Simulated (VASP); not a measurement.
## CdF2: single point with PBEsol

Crystal: CdF2.

```xyz
3
Lattice="0.0000 2.7275 2.5175 2.7275 0.0000 2.5175 2.7275 2.7275 0.0000" Properties=species:S:1:pos:R:3 pbc="T T T"
Cd    0.0000    0.0000    0.0000
F     1.3638    1.3638    1.2588
F     4.0913    4.0913    3.7763
```

- Program: VASP 6.6.1
- Task: single point
- Functional: PBEsol
- Potentials or basis: VASP PAW PBE potentials, release 64 (Cd, F)
- Cutoff: 520 eV
- k mesh: 8 × 8 × 8
- Occupations: gaussian, width 0.05 eV
- Spin: no spin polarisation

```
Pressure               : 5.8 GPa
Band gap on the k mesh : 2.85 eV (least direct gap 3.35 eV)
```

Stress tensor (GPa, compression positive):
```
 2.68  0.00  0.00
 0.00  2.68  0.00
 0.00  0.00 12.08
```

Levels at points of the mesh, in eV from the valence-band top:
```csv
k point,band 9,band 10,band 11,band 12,band 13,band 14,band 15,band 16,band 17,band 18
"(0.00, 0.00, 0.00)",-1.47,-0.77,-0.71,-0.50,-0.50,2.85,12.47,12.64,12.64,17.64
"(0.50, 0.00, 0.00)",-2.65,-2.26,-2.05,-0.52,-0.49,7.19,8.86,14.22,14.88,17.67
"(0.50, 0.50, 0.00)",-3.48,-3.15,-0.35,-0.28,-0.28,7.83,9.45,11.77,14.05,14.05
"(0.50, 0.00, 0.50)",-3.37,-3.17,-0.85,-0.31,-0.01,8.10,9.54,11.63,14.01,14.92
```

Run time: 70 s on 1 thread of Intel Xeon 8259CL (shared host), peak memory 0.18 GiB.

Caveat: the cell stands under pressure; the PAW data sets were made with another functional, which shifts forces and pressure a little. A k mesh can miss the band edges.
